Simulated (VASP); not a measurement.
# Al3Ni5 (Cmm2) in VASP: single point with PBEsol

Aim: the single point of Al3Ni5 with PBEsol.

Everything below comes from runs of VASP 6.6.1. Logs are shortened: lines on timing, memory, paths and dates and some standing lists are left out, and cuts for length are marked.

**1. The cell of the first run**

The structure is orthorhombic, space group Cmm2 (No. 35). The conventional cell has a = 6.587 Å, b = 7.384 Å, c = 3.720 Å, α = 90.00°, β = 90.00°, γ = 90.00°. Al (site symmetry mm2) has 8 Ni at 2.33 to 2.47 Å and 4 Al at 2.76 to 2.80 Å within 3.1 Å. Al (site symmetry m) has 10 Ni at 2.39 to 2.57 Å and 5 Al at 2.76 to 3.32 Å within 3.4 Å. Ni (site symmetry mm2) has 6 Al at 2.39 to 3.29 Å and 8 Ni at 2.47 to 2.62 Å within 3.3 Å. Within 3.3 Å of Ni (site symmetry 2) lie 6 Al at 2.42 to 2.57 Å and 8 Ni at 2.47 to 3.29 Å. Within 3.1 Å of Ni (site symmetry m) lie 6 Al at 2.33 to 2.54 Å and 7 Ni at 2.59 to 2.95 Å.

**2. Single point, PBEsol (atoms displaced along a vibrational mode)**

INCAR reads:

```
SYSTEM = Al3Ni5
ALGO = Fast
EDIFF = 1E-7
ENCUT = 520
GGA = PS
ISIF = 2
ISMEAR = 0
LASPH = .True.
LCHARG = .False.
LREAL = .False.
LWAVE = .False.
NBANDS = 40
NELM = 100
PREC = Accurate
SIGMA = 0.15
```

KPOINTS reads:

```
k-points
0
Gamma
  8 8 10
  0 0 0
```

POSCAR reads:

```
Al3Ni5
1.0
    3.2933322733     -3.6919375996      0.0000000000
    3.2933322733      3.6919375996      0.0000000000
    0.0000000000      0.0000000000      3.7203545688
Al Ni
3 5
Direct
    0.5000000000      0.5000000000      0.0117145224
    0.7796888788      0.2203111212      0.5201593688
    0.2203111212      0.7796888788      0.5201593688
    0.0000000000      0.0000000000     -0.0073896671
    0.0000000000      0.5000000000     -0.0061009859
    0.5000000000      0.0000000000     -0.0061009859
    0.2762373070      0.2762373070      0.4978358937
    0.7237626930      0.7237626930      0.4978358937
```

Potentials or basis: VASP PAW PBE potentials, release 64 (Al, Ni).

Run with:

```
> cat potpaw_PBE.64/Al/POTCAR potpaw_PBE.64/Ni/POTCAR > POTCAR
> mpirun -np 1 vasp_std > vasp.out
```

OUTCAR:

```text
SYSTEM = Al3Ni5
   EDIFF = 1E-7
   ENCUT = 520
   GGA = PS
   ISIF = 2
   ISMEAR = 0
   LASPH = .True.
   LREAL = .False.
   NELM = 100
   PREC = Accurate

 ion  position               nearest neighbor table
   1  0.500  0.500  0.012-   7 2.33   8 2.33   7 2.41   8 2.41   5 2.47   6 2.47   6 2.47   5 2.47
                             2 2.76   3 2.76   2 2.80   3 2.80
   2  0.780  0.220  0.520-   4 2.39   5 2.42   6 2.42   7 2.44   8 2.44   8 2.54   7 2.54   4 2.55
                             6 2.57   5 2.57   1 2.76   1 2.80   3 3.25   3 3.32   3 3.32
   3  0.220  0.780  0.520-   4 2.39   5 2.42   6 2.42   7 2.44   8 2.44   8 2.54   7 2.54   4 2.55
                             6 2.57   5 2.57   1 2.76   1 2.80   2 3.25   2 3.32   2 3.32
   4  0.000  0.000  0.993-   2 2.39   3 2.39   5 2.47   6 2.47   5 2.47   6 2.47   2 2.55   3 2.55
                             7 2.59   8 2.59   7 2.62   8 2.62
   5  0.000  0.500  0.994-   2 2.42   3 2.42   4 2.47   4 2.47   1 2.47   1 2.47   2 2.57   3 2.57
                             7 2.62   8 2.62   7 2.64   8 2.64
   6  0.500  0.000  0.994-   2 2.42   3 2.42   4 2.47   4 2.47   1 2.47   1 2.47   2 2.57   3 2.57
                             7 2.62   8 2.62   7 2.64   8 2.64
   7  0.276  0.276  0.498-   1 2.33   1 2.41   2 2.44   3 2.44   2 2.54   3 2.54   4 2.59   5 2.62
                             6 2.62   4 2.62   5 2.64   6 2.64   8 2.95
   8  0.724  0.724  0.498-   1 2.33   1 2.41   2 2.44   3 2.44   2 2.54   3 2.54   4 2.59   5 2.62
                             6 2.62   4 2.62   5 2.64   6 2.64   7 2.95

  LATTYP: Found a base centered orthorhombic cell.
 ALAT       =     6.5866645466
 B/A-ratio  =     1.1210340449
 C/A-ratio  =     0.5648313410

  Lattice vectors:

 A1 = (   3.2933322733,  -3.6919375996,   0.0000000000)
 A2 = (   3.2933322733,   3.6919375996,   0.0000000000)
 A3 = (   0.0000000000,   0.0000000000,   3.7203545688)

Analysis of symmetry for initial positions (statically):
=====================================================================
 Subroutine PRICEL returns:
 Original cell was already a primitive cell.

 Routine SETGRP: Setting up the symmetry group for a
 base centered orthorhombic supercell.

 Subroutine GETGRP returns: Found  4 space group operations
 (whereof  4 operations were pure point group operations)
 out of a pool of  8 trial point group operations.

The static configuration has the point symmetry C_2v.

Analysis of symmetry for dynamics (positions and initial velocities):
=====================================================================
 Subroutine PRICEL returns:
 Original cell was already a primitive cell.

 Routine SETGRP: Setting up the symmetry group for a
 base centered orthorhombic supercell.

 Subroutine GETGRP returns: Found  4 space group operations
 (whereof  4 operations were pure point group operations)
 out of a pool of  8 trial point group operations.

The dynamic configuration has the point symmetry C_2v.

 Subroutine INISYM returns: Found  4 space group operations
 (whereof  4 operations are pure point group operations),
 and found     1 'primitive' translations

----------------------------------------------------------------------------------------

                                     Primitive cell

  volume of cell :      90.4699

  direct lattice vectors                    reciprocal lattice vectors
     3.293332273 -3.691937600  0.000000000     0.151821911 -0.135430241  0.000000000
     3.293332273  3.691937600  0.000000000     0.151821911  0.135430241  0.000000000
     0.000000000  0.000000000  3.720354569     0.000000000  0.000000000  0.268791585

  length of vectors
     4.947367047  4.947367047  3.720354569     0.203448379  0.203448379  0.268791585

  position of ions in fractional coordinates (direct lattice)
     0.500000000  0.500000000  0.011714522
     0.779688879  0.220311121  0.520159369
     0.220311121  0.779688879  0.520159369
     0.000000000  0.000000000  0.992610333
     0.000000000  0.500000000  0.993899014
     0.500000000  0.000000000  0.993899014
     0.276237307  0.276237307  0.497835894
     0.723762693  0.723762693  0.497835894

  ion indices of the primitive-cell ions
   primitive index   ion index
                 1           1
                 2           2
                 3           3
                 4           4
                 5           5
                 6           6
                 7           7
                 8           8

----------------------------------------------------------------------------------------

 KPOINTS: k-points

Automatic generation of k-mesh.
 Grid dimensions read from file:
 generate k-points for:    8    8   10

 Generating k-lattice:

  Cartesian coordinates                     Fractional coordinates (reciprocal lattice)
     0.018977739 -0.016928780  0.000000000     0.125000000  0.000000000  0.000000000
     0.018977739  0.016928780  0.000000000     0.000000000  0.125000000  0.000000000
     0.000000000  0.000000000  0.026879158     0.000000000  0.000000000  0.100000000

  Length of vectors
     0.025431047  0.025431047  0.026879158

  Shift w.r.t. Gamma in fractional coordinates (k-lattice)
     0.000000000  0.000000000  0.000000000

 Subroutine IBZKPT returns following result:
 ===========================================

 Found    126 irreducible k-points:

 Following reciprocal coordinates:
            Coordinates               Weight
  0.000000  0.000000  0.000000      1.000000
  0.125000  0.000000  0.000000      4.000000
  0.250000  0.000000  0.000000      4.000000
  0.375000  0.000000  0.000000      4.000000
  0.500000  0.000000  0.000000      2.000000
  0.125000  0.125000  0.000000      2.000000
[... 16 lines left out ...]
  0.125000  0.000000  0.100000      8.000000
  0.250000  0.000000  0.100000      8.000000
 [... further k-points ...]
   k-points           NKPTS =    126   k-points in BZ     NKDIM =    126   number of bands    NBANDS=     40
   number of dos      NEDOS =    301   number of ions     NIONS =      8
   total plane-waves  NPLWV =  44800
   dimension x,y,z NGX =    40 NGY =   40 NGZ =   28
   dimension x,y,z NGXF=    80 NGYF=   80 NGZF=   56
   ions per type =               3   5
   NGX,Y,Z   is equivalent  to a cutoff of  13.44, 13.44, 12.51 a.u.
   NGXF,Y,Z  is equivalent  to a cutoff of  26.88, 26.88, 25.02 a.u.
 SYSTEM =  Al3Ni5
   PREC   = accura    normal or accurate (medium, high low for compatibility)
   ISTART =      0    job   : 0-new  1-cont  2-samecut
   ICHARG =      2    charge: 1-file 2-atom 10-const
   ISPIN  =      1    spin polarized calculation?
   LNONCOLLINEAR =      F non collinear calculations
   LSORBIT =      F    spin-orbit coupling
   LASPH  =      T    aspherical Exc in radial PAW
   ENCUT  =  520.0 eV  38.22 Ry    6.18 a.u.   9.20  9.20  6.92*2*pi/ulx,y,z
   NELM   =    100;   NELMIN=  2; NELMDL= -5     # of ELM steps
   EDIFF  = 0.1E-06   stopping-criterion for ELM
   LREAL  =      F    real-space projection
   EDIFFG = 0.1E-05   stopping-criterion for IOM
   NSW    =      0    number of steps for IOM
   IBRION =     -1    ionic relax: 0-MD 1-quasi-New 2-CG
   NFREE  =      0    steps in history (QN), initial steepest desc. (CG)
   ISIF   =      2    stress and relaxation
   ISYM   =      2    0-nonsym 1-usesym 2-fastsym
   POTIM  = 0.5000    time-step for ionic-motion
   TEBEG  =    0.0;   TEEND  =   0.0 temperature during run
   PSTRESS=    0.0 pullay stress
   NELECT =      59.0000    total number of electrons
   NUPDOWN=      -1.0000    fix difference up-down
   EMIN   =  10.00;   EMAX   =-10.00  energy-range for DOS
   EFERMI =   0.00;   METHOD = LEGACY
   ISMEAR =     0;   SIGMA  =   0.15  broadening in eV -4-tet -1-fermi 0-gaus
   EFERMI_NEDOS =   21; number of points for ismear=-14 and -15
   IALGO  =     68    algorithm
   IMIX   =      4    mixing-type and parameters
     AMIX     =   0.40;   BMIX     =  1.00
     AMIX_MAG =   1.60;   BMIX_MAG =  1.00
  volume/ion in A,a.u.               =      11.31        76.32
  Fermi-wavevector in a.u.,A,eV,Ry     =   1.419681  2.682808 27.422461  2.015494
  Thomas-Fermi vector in A             =   2.540676
   LORBIT       =      0    0 simple, 1 ext, 2 COOP (PROOUT), +10 PAW based schemes
   GGA     = PS    functional components
   LHFCALC =     F    Hartree Fock is set to
   AEXX    =    0.0000 exact exchange contribution
   IVDW    =     0    specifies the selected vdW correction
   LEPSILON=     F    determine dielectric tensor
   LRPA    =     F    only Hartree local field effects (RPA)
 non-spin polarized calculation
 RMM-DIIS sequential band-by-band and
 Gauss-broadening in eV      SIGMA  =   0.15
  energy-cutoff  :      520.00
  volume of cell :       90.47
 maximum number of plane-waves:      2461
 NGX is ok and might be reduce to    40
   NGX = 19   NGY = 19   NGZ = 13

 number of electron      58.9999993 magnetization

 Free energy of the ion-electron system (eV)
  ---------------------------------------------------
  ext. energy  EPLUGINS =         0.00000000
  ---------------------------------------------------
  free energy    TOTEN  =       -47.53806210 eV

  energy without entropy =      -47.49507184  energy(sigma->0) =      -47.51656697

 E-fermi :  10.0649     XC(G=0): -12.6240

 val. band max:       10.0595750094   @ k =   0.3750   0.3750   0.4000
 cond. band min:      10.0672584516   @ k =  -0.3750   0.3750   0.4000
 fundamental gap:      0.0076834422
 Fermi energy:        10.0648971715

 k-point     1 :       0.0000    0.0000    0.0000
  band No.  band energies     occupation
      1      -0.8136      2.00000
      2       3.9576      2.00000
      3       4.1060      2.00000
      4       4.9886      2.00000
      5       5.6066      2.00000
      6       5.7459      2.00000
[... 32 lines left out ...]
     39      17.0718      0.00000
[... 988 lines left out ...]
     39      17.3073      0.00000
     40      17.5808      0.00000

 [... further k-points ...]

------------------------ aborting loop because EDIFF is reached ----------------------------------------

  FORCE on cell =-STRESS in cart. coord.  units (eV):
  Direction    XX          YY          ZZ          XY          YZ          ZX
  --------------------------------------------------------------------------------------
  -------------------------------------------------------------------------------------
  Total        0.3257201      0.3320569      0.5817186      0.0000000      0.0000000      0.0000000
  in kB        5.7683407      5.8805627     10.3019474      0.0000000      0.0000000      0.0000000
  external PRESSURE =       7.3169503 kB  Pullay stress =       0.0000000 kB

 VOLUME and BASIS-vectors are now :
 -----------------------------------------------------------------------------
  energy-cutoff  :      520.00
  volume of cell :       90.47
      direct lattice vectors                 reciprocal lattice vectors
     3.293332273 -3.691937600  0.000000000     0.151821911 -0.135430241  0.000000000
     3.293332273  3.691937600  0.000000000     0.151821911  0.135430241  0.000000000
     0.000000000  0.000000000  3.720354569     0.000000000  0.000000000  0.268791585

 POSITION                                       TOTAL-FORCE (eV/Angst)
 -----------------------------------------------------------------------------------
      3.29333      0.00000      0.04358        -0.000000      0.000000     -0.467381
      3.29333     -2.06519      1.93518        -0.000000      0.034562     -0.812224
      3.29333      2.06519      1.93518        -0.000000     -0.034562     -0.812224
      0.00000      0.00000      3.69286        -0.000000      0.000000      0.645524
      1.64667      1.84597      3.69766        -0.000000      0.000000      0.532777
      1.64667     -1.84597      3.69766        -0.000000      0.000000      0.532777
      1.81948      0.00000      1.85213        -0.028126      0.000000      0.190375
      4.76718      0.00000      1.85213         0.028126      0.000000      0.190375
 -----------------------------------------------------------------------------------
    total drift:                               -0.000001     -0.000000     -0.002197

  FREE ENERGIE OF THE ION-ELECTRON SYSTEM (eV)
  ---------------------------------------------------
  free  energy   TOTEN  =       -47.5380620971 eV

  energy  without entropy=      -47.4950718417  energy(sigma->0) =      -47.51656697
```

It took 7.4 min on 1 thread of Intel Xeon Platinum 8375C at 2.90GHz (Ice Lake), shared host; peak memory 0.45 GiB.

What came out:

| Property | Result |
| --- | --- |
| Free energy | -47.5381 eV |
| Pressure | 0.7 GPa |
| Largest force | 0.813 eV/Å |
| Band gap on the k mesh | zero (an odd number of electrons rules out a gap without spin polarisation) |

Forces in eV/Å, atoms in the order of the input:
```
Al   0.000  0.000 -0.467
Al   0.000  0.035 -0.812
Al   0.000 -0.035 -0.812
Ni   0.000  0.000  0.646
Ni   0.000  0.000  0.533
Ni   0.000  0.000  0.533
Ni  -0.028  0.000  0.190
Ni   0.028  0.000  0.190
```

Caveat: the cell differs from its parent crystal (atoms displaced along a vibrational mode); the PAW data sets were made with another functional, which shifts forces and pressure a little.
